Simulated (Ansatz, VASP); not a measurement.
# Two plane-wave programs on Ti2NbB3

```
CELL_PARAMETERS angstrom
3.40222 0.00000 0.00000
0.00000 3.40222 0.00000
0.00000 0.00000 5.95848
ATOMIC_POSITIONS crystal
Ti 0.00000 0.00000 0.50000
Ti 0.50000 0.50000 0.00000
Nb 0.00000 0.00000 0.00000
B 0.00000 0.50000 0.50000
B 0.50000 0.00000 0.50000
B 0.50000 0.50000 0.50000
```

Alike in both runs: task relaxation of cell and atoms; functional PBE; k mesh 6 × 6 × 4; occupations gaussian, width 0.1 eV; no spin polarisation.

```csv
,VASP,Ansatz
version,VASP 6.6.1,Ansatz 0.2.0
potentials or method,"VASP PAW PBE potentials, release 64 (Ti_sv, Nb_sv, B), cutoff 600 eV","scalar-relativistic, plane waves, PAW"
valence electrons in the cell,46,46
```

```csv
,VASP,Ansatz,Ansatz less VASP
"gap on the k mesh at the Fermi level, each at its own relaxed structure (eV)",none,none,-
relaxed volume (Å³/atom),12.98,13.01,+0.037
relaxed length of the cell vector where the two differ most in proportion (Å),4.091,4.098,+0.0064
```

A gap of «none» marks a metal or a gap that the smearing closes.
